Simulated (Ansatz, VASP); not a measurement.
**Two plane-wave programs on Ru**

File POSCAR:

```
Ru
1.0
    2.7078263433      0.0000000000      0.0000000000
   -1.3539131716      2.3450464023      0.0000000000
    0.0000000000      0.0000000000      4.2681017800
Ru
2
Direct
    0.3333333300      0.6666666700      0.2500000000
    0.6666666700      0.3333333300      0.7500000000
```

Contents of INCAR.step1:

```
ALGO = Normal
EDIFF = 1E-5
ENCUT = 660
GGA = PE
GGA_COMPAT = False
ISMEAR = 0
LASPH = True
LCHARG = False
LREAL = False
LWAVE = True
NBANDS = 23
NELM = 120
PREC = Accurate
SIGMA = 0.1
```

INCAR.step2

```
ALGO = Normal
EDIFF = 1E-6
ENCUT = 660
GGA_COMPAT = False
ISIF = 2
ISMEAR = 0
ISTART = 1
LASPH = True
LCHARG = False
LMIXTAU = True
LREAL = False
LWAVE = False
METAGGA = R2SCAN
NBANDS = 23
NELM = 120
PREC = Accurate
SIGMA = 0.1
```

The input KPOINTS:

```
k-points
0
Gamma
  9 9 4
```

Input for Ansatz:

```yaml
crystal:
  lattice:
    - [2.7078263433, 0.0, 0.0]
    - [-1.3539131716, 2.3450464023, 0.0]
    - [0.0, 0.0, 4.26810178]
  atoms:
    - { symbol: Ru, position: [0.33333333, 0.66666667, 0.25] }
    - { symbol: Ru, position: [0.66666667, 0.33333333, 0.75] }
basis:
  ecutwfc: 500
kpoints:
  mp_grid: { grid: [9, 9, 4] }
hamiltonian:
  xc: r2scan
scf:
  occupations: { method: gaussian, width: 0.1 }
  lower_state_search: "off"
output:
  forces: true
  stress: true
  eigenvalues: true
```

Alike in both runs: task single point; functional r2SCAN; k mesh 9 × 9 × 4; occupations gaussian, width 0.1 eV; no spin polarisation.

|  | VASP | Ansatz |
| --- | --- | --- |
| version | VASP 6.6.1 | Ansatz 0.2.0 |
| potentials or method | VASP PAW PBE potentials, release 64 (Ru_sv), cutoff 660 eV | scalar-relativistic, plane waves, PAW |
| valence electrons in the cell | 32 | 32 |

VASP gave:

* gap on the k mesh at the Fermi level (eV): none
* pressure (GPa): -1.1
* traceless stress, the component that is largest in VASP (GPa): -0.91

Question: What did Ansatz give for the same quantities?

Answer: gap on the k mesh at the Fermi level (eV): none; pressure (GPa): -1.3; traceless stress, the component that is largest in VASP (GPa): -0.91.

VASP's potentials were made for PBE, not for r2SCAN. A gap of «none» marks a metal or a gap that the smearing closes.

The k mesh is coarse, so the values compare programs but aren't converged.
